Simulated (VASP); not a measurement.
# Ge (Fmmm) in VASP: further runs

Aim: see how the results for Ge move with the level of theory and the settings. Levels: PBE, revPBE. Tasks: single point.

Everything below comes from runs of VASP 6.6.1. Logs are shortened: lines on timing, memory, paths and dates and some standing lists are left out, and cuts for length are marked.

## 1. The cell of the first run

It takes space group Fmmm (No. 69, orthorhombic). The conventional cell has a = 5.261 Å, b = 5.771 Å, c = 10.231 Å, α = 90.00°, β = 90.00°, γ = 90.00°. Ge (site symmetry mm2) has 12 Ge at 2.71 to 3.69 Å within 3.7 Å. Within 3.4 Å of Ge (site symmetry m2m) lie 8 Ge at 2.61 to 3.17 Å.

## 2. Single point, PBE

The input, INCAR:

```
SYSTEM = Ge
PREC = Accurate
ENCUT = 500
EDIFF = 1E-6
ISMEAR = 0
SIGMA = 0.1
LREAL = .FALSE.
LASPH = .TRUE.
NELM = 120
ALGO = Normal
ISIF = 2
LWAVE = .FALSE.
LCHARG = .FALSE.
GGA = PE
NBANDS = 36
GGA_COMPAT = .FALSE.
```

The input, KPOINTS:

```
Automatic mesh
0
G
  6 6 6
  0 0 0
```

The input, POSCAR:

```
Ge
1.0
    0.0000000000      2.8857400000      5.1156650000
    2.6304970000      0.0000000000      5.1156650000
    2.6304970000      2.8857400000      0.0000000000
Ge
4
Direct
    0.7818670000      0.7818670000      0.2181330000
    0.2181330000      0.2181330000      0.7818670000
    0.2735100000      0.7264900000      0.2735100000
    0.7264900000      0.2735100000      0.7264900000
```

Potentials or basis: VASP PAW PBE potentials, release 64 (Ge_d).

Started as:

```bash
$ cat potpaw_PBE.64/Ge_d/POTCAR > POTCAR
$ mpirun -np 1 vasp_std > vasp.out
```

OUTCAR:

```text
SYSTEM = Ge
   PREC = Accurate
   ENCUT = 500
   EDIFF = 1E-6
   ISMEAR = 0
   LREAL = .FALSE.
   LASPH = .TRUE.
   NELM = 120
   ISIF = 2
   GGA = PE

 ion  position               nearest neighbor table
   1  0.782  0.782  0.218-   2 2.71   2 2.71   3 2.73   4 2.73
   2  0.218  0.218  0.782-   1 2.71   1 2.71   3 2.73   4 2.73
   3  0.274  0.726  0.274-   4 2.61   4 2.64   4 2.64   2 2.73   1 2.73
   4  0.726  0.274  0.726-   3 2.61   3 2.64   3 2.64   2 2.73   1 2.73

  LATTYP: Found a face centered orthorhombic cell.
 ALAT       =     5.2609940000
 B/A-ratio  =     1.0970322338
 C/A-ratio  =     1.9447522654

  Lattice vectors:

 A1 = (   0.0000000000,   2.8857400000,   5.1156650000)
 A2 = (   2.6304970000,   0.0000000000,   5.1156650000)
 A3 = (   2.6304970000,   2.8857400000,   0.0000000000)

Analysis of symmetry for initial positions (statically):
=====================================================================
 Subroutine PRICEL returns:
 Original cell was already a primitive cell.

 Routine SETGRP: Setting up the symmetry group for a
 face centered orthorhombic supercell.

 Subroutine GETGRP returns: Found  8 space group operations
 (whereof  8 operations were pure point group operations)
 out of a pool of  8 trial point group operations.

The static configuration has the point symmetry D_2h.

Analysis of symmetry for dynamics (positions and initial velocities):
=====================================================================
 Subroutine PRICEL returns:
 Original cell was already a primitive cell.

 Routine SETGRP: Setting up the symmetry group for a
 face centered orthorhombic supercell.

 Subroutine GETGRP returns: Found  8 space group operations
 (whereof  8 operations were pure point group operations)
 out of a pool of  8 trial point group operations.

The dynamic configuration has the point symmetry D_2h.

 Subroutine INISYM returns: Found  8 space group operations
 (whereof  8 operations are pure point group operations),
 and found     1 'primitive' translations

----------------------------------------------------------------------------------------

                                     Primitive cell

  volume of cell :      77.6653

  direct lattice vectors                    reciprocal lattice vectors
     0.000000000  2.885740000  5.115665000    -0.190078149  0.173265783  0.097739004
     2.630497000  0.000000000  5.115665000     0.190078149 -0.173265783  0.097739004
     2.630497000  2.885740000  0.000000000     0.190078149  0.173265783 -0.097739004

  length of vectors
     5.873459265  5.752351072  3.904741965     0.275142957  0.275142957  0.275142957

  position of ions in fractional coordinates (direct lattice)
     0.781867000  0.781867000  0.218133000
     0.218133000  0.218133000  0.781867000
     0.273510000  0.726490000  0.273510000
     0.726490000  0.273510000  0.726490000

  ion indices of the primitive-cell ions
   primitive index   ion index
                 1           1
                 2           2
                 3           3
                 4           4

----------------------------------------------------------------------------------------

 KPOINTS: Automatic mesh

Automatic generation of k-mesh.
 Grid dimensions read from file:
 generate k-points for:    6    6    6

 Generating k-lattice:

  Cartesian coordinates                     Fractional coordinates (reciprocal lattice)
    -0.031679691  0.028877630  0.016289834     0.166666667 -0.000000000 -0.000000000
     0.031679691 -0.028877630  0.016289834     0.000000000  0.166666667  0.000000000
     0.031679691  0.028877630 -0.016289834    -0.000000000  0.000000000  0.166666667

  Length of vectors
     0.045857160  0.045857160  0.045857160

  Shift w.r.t. Gamma in fractional coordinates (k-lattice)
     0.000000000  0.000000000  0.000000000

 Subroutine IBZKPT returns following result:
 ===========================================

 Found     46 irreducible k-points:

 Following reciprocal coordinates:
            Coordinates               Weight
  0.000000  0.000000  0.000000      1.000000
  0.166667  0.000000 -0.000000      8.000000
  0.333333  0.000000  0.000000      8.000000
  0.500000  0.000000  0.000000      4.000000
  0.166667  0.166667  0.000000      2.000000
  0.333333  0.166667  0.000000      8.000000
[... 16 lines left out ...]
 -0.166667  0.166667  0.166667      8.000000
  0.500000  0.333333  0.166667      4.000000
 [... further k-points ...]
   k-points           NKPTS =     46   k-points in BZ     NKDIM =     46   number of bands    NBANDS=     36
   number of dos      NEDOS =    301   number of ions     NIONS =      4
   total plane-waves  NPLWV =  56448
   dimension x,y,z NGX =    48 NGY =   42 NGZ =   28
   dimension x,y,z NGXF=    96 NGYF=   84 NGZF=   56
   ions per type =               4
   NGX,Y,Z   is equivalent  to a cutoff of  13.59, 12.14, 11.92 a.u.
   NGXF,Y,Z  is equivalent  to a cutoff of  27.17, 24.28, 23.84 a.u.
 SYSTEM =  Ge
   PREC   = accura    normal or accurate (medium, high low for compatibility)
   ISTART =      0    job   : 0-new  1-cont  2-samecut
   ICHARG =      2    charge: 1-file 2-atom 10-const
   ISPIN  =      1    spin polarized calculation?
   LNONCOLLINEAR =      F non collinear calculations
   LSORBIT =      F    spin-orbit coupling
   LASPH  =      T    aspherical Exc in radial PAW
   ENCUT  =  500.0 eV  36.75 Ry    6.06 a.u.  10.71 10.49  7.12*2*pi/ulx,y,z
   NELM   =    120;   NELMIN=  2; NELMDL= -5     # of ELM steps
   EDIFF  = 0.1E-05   stopping-criterion for ELM
   LREAL  =      F    real-space projection
   EDIFFG = 0.1E-04   stopping-criterion for IOM
   NSW    =      0    number of steps for IOM
   IBRION =     -1    ionic relax: 0-MD 1-quasi-New 2-CG
   NFREE  =      0    steps in history (QN), initial steepest desc. (CG)
   ISIF   =      2    stress and relaxation
   ISYM   =      2    0-nonsym 1-usesym 2-fastsym
   POTIM  = 0.5000    time-step for ionic-motion
   TEBEG  =    0.0;   TEEND  =   0.0 temperature during run
   PSTRESS=    0.0 pullay stress
   NELECT =      56.0000    total number of electrons
   NUPDOWN=      -1.0000    fix difference up-down
   EMIN   =  10.00;   EMAX   =-10.00  energy-range for DOS
   EFERMI =   0.00;   METHOD = LEGACY
   ISMEAR =     0;   SIGMA  =   0.10  broadening in eV -4-tet -1-fermi 0-gaus
   EFERMI_NEDOS =   21; number of points for ismear=-14 and -15
   IALGO  =     38    algorithm
   IMIX   =      4    mixing-type and parameters
     AMIX     =   0.40;   BMIX     =  1.00
     AMIX_MAG =   1.60;   BMIX_MAG =  1.00
  volume/ion in A,a.u.               =      19.42       131.03
  Fermi-wavevector in a.u.,A,eV,Ry     =   1.468008  2.774133 29.321208  2.155048
  Thomas-Fermi vector in A             =   2.583557
   LORBIT       =      0    0 simple, 1 ext, 2 COOP (PROOUT), +10 PAW based schemes
   GGA     = PE    functional components
   LHFCALC =     F    Hartree Fock is set to
   AEXX    =    0.0000 exact exchange contribution
   IVDW    =     0    specifies the selected vdW correction
   LEPSILON=     F    determine dielectric tensor
   LRPA    =     F    only Hartree local field effects (RPA)
 non-spin polarized calculation
 Gauss-broadening in eV      SIGMA  =   0.10
  energy-cutoff  :      500.00
  volume of cell :       77.67
 maximum number of plane-waves:      1992
 NGX is ok and might be reduce to    48
   NGX = 21   NGY = 21   NGZ = 15

 number of electron      56.0000000 magnetization

 Free energy of the ion-electron system (eV)
  ---------------------------------------------------
  ext. energy  EPLUGINS =         0.00000000
  ---------------------------------------------------
  free energy    TOTEN  =       -17.11390665 eV

  energy without entropy =      -17.10476642  energy(sigma->0) =      -17.10933653

 E-fermi :   6.3778     XC(G=0): -11.0784

 val. band max:        6.2567941661   @ k =   0.3333   0.3333   0.0000
 cond. band min:       6.3816506188   @ k =  -0.3333   0.0000   0.1667
 fundamental gap:      0.1248564527
 Fermi energy:         6.3778435807

 k-point     1 :       0.0000    0.0000    0.0000
  band No.  band energies     occupation
      1     -18.4498      2.00000
      2     -18.3982      2.00000
      3     -18.3669      2.00000
      4     -18.3565      2.00000
      5     -18.3515      2.00000
      6     -18.3491      2.00000
[... 28 lines left out ...]
     35      13.5164      0.00000
     36      13.6878      0.00000

 k-point     2 :       0.1667    0.0000   -0.0000
  band No.  band energies     occupation
      1     -18.4337      2.00000
      2     -18.3896      2.00000
      3     -18.3679      2.00000
      4     -18.3552      2.00000
      5     -18.3466      2.00000
      6     -18.3457      2.00000
[... 28 lines left out ...]
     35      12.7583      0.00000
     36      13.3586      0.00000

 k-point     3 :       0.3333    0.0000    0.0000
  band No.  band energies     occupation
      1     -18.3906      2.00000
      2     -18.3723      2.00000
      3     -18.3690      2.00000
      4     -18.3559      2.00000
      5     -18.3377      2.00000
      6     -18.3271      2.00000
[... 28 lines left out ...]
     35      12.8501      0.00000
     36      13.0499      0.00000
[... 742 lines left out ...]
 k-point    23 :      -0.1667    0.1667    0.1667
  band No.  band energies     occupation
      1     -18.3841      2.00000
      2     -18.3781      2.00000
      3     -18.3661      2.00000
      4     -18.3495      2.00000
      5     -18.3451      2.00000
      6     -18.3214      2.00000
[... 28 lines left out ...]
     35      13.4867      0.00000
     36      13.7712      0.00000

 k-point    24 :       0.5000    0.3333    0.1667
  band No.  band energies     occupation
      1     -18.4323      2.00000
      2     -18.3764      2.00000
      3     -18.3669      2.00000
      4     -18.3617      2.00000
      5     -18.3419      2.00000
      6     -18.3336      2.00000
[... 28 lines left out ...]
     35      12.4730      0.00000
     36      13.0271      0.00000

 [... further k-points ...]

------------------------ aborting loop because EDIFF is reached ----------------------------------------

  FORCE on cell =-STRESS in cart. coord.  units (eV):
  Direction    XX          YY          ZZ          XY          YZ          ZX
  --------------------------------------------------------------------------------------
  -------------------------------------------------------------------------------------
  Total        1.0429046     -0.2512650     -0.5539202      0.0000000      0.0000000      0.0000000
  in kB       21.5143418     -5.1834097    -11.4269583      0.0000000      0.0000000      0.0000000
  external PRESSURE =       1.6346579 kB  Pullay stress =       0.0000000 kB

 VOLUME and BASIS-vectors are now :
 -----------------------------------------------------------------------------
  energy-cutoff  :      500.00
  volume of cell :       77.67
      direct lattice vectors                 reciprocal lattice vectors
     0.000000000  2.885740000  5.115665000    -0.190078149  0.173265783  0.097739004
     2.630497000  0.000000000  5.115665000     0.190078149 -0.173265783  0.097739004
     2.630497000  2.885740000  0.000000000     0.190078149  0.173265783 -0.097739004

 POSITION                                       TOTAL-FORCE (eV/Angst)
 -----------------------------------------------------------------------------------
      2.63050      2.88574      7.99954         0.000000      0.000000     -0.020728
      2.63050      2.88574      2.23179         0.000000      0.000000      0.020728
      2.63050      1.57856      5.11566         0.000000     -0.004845     -0.000000
      2.63050      4.19292      5.11566         0.000000      0.004845     -0.000000
 -----------------------------------------------------------------------------------
    total drift:                                0.000000      0.000000      0.000000

  FREE ENERGIE OF THE ION-ELECTRON SYSTEM (eV)
  ---------------------------------------------------
  free  energy   TOTEN  =       -17.1139066466 eV

  energy  without entropy=      -17.1047664167  energy(sigma->0) =      -17.10933653
```

It took 4.9 min on 1 thread of Oxide Virtual Turin-like, shared host; peak memory 0.22 GiB.

What came out:

* Free energy: -17.1139 eV
* Pressure: 0.2 GPa
* Largest force: 0.021 eV/Å
* Band gap on the k mesh: zero (bands 28 and 29 overlap by 3.27 eV)

Forces on the atoms (eV/Å):
```
Ge   0.000  0.000 -0.021
Ge   0.000  0.000  0.021
Ge   0.000 -0.005  0.000
Ge   0.000  0.005  0.000
```

(Continued in part 2 of 2.)

The gap in the log of VASP goes by the Fermi energy; the results here count the filled bands.